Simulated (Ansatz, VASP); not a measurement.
**P in VASP and in Ansatz**

```
CELL_PARAMETERS angstrom
4.27290 0.00000 0.16023
0.00000 4.27290 0.00000
0.16417 0.00000 4.37800
ATOMIC_POSITIONS crystal
P 0.00000 0.00000 0.00000
```

Change from the starting cell: strain +0.0750 x Voigt [0, 0, 0, 0, 1, 0], atoms carried along.

Alike in both runs: task single point; functional PBEsol; dispersion D3(BJ); k mesh 12 × 12 × 12; occupations gaussian, width 0.15 eV; no spin polarisation.

```csv
,VASP,Ansatz
version,VASP 6.6.1,Ansatz 0.2.0
potentials or method,"VASP PAW PBE potentials, release 64 (P), cutoff 520 eV","scalar-relativistic, plane waves, PAW"
valence electrons in the cell,5,5
```

```tsv
	VASP	Ansatz	Ansatz less VASP
gap on the k mesh at the Fermi level (eV)	none	none	-
pressure (GPa)	-4.0	-4.0	+0.01
traceless stress, the component that is largest in VASP (GPa)	0.28	0.28	0.000
```

VASP's potentials were made for PBE, not for PBEsol. A gap of «none» marks a metal or a gap that the smearing closes.
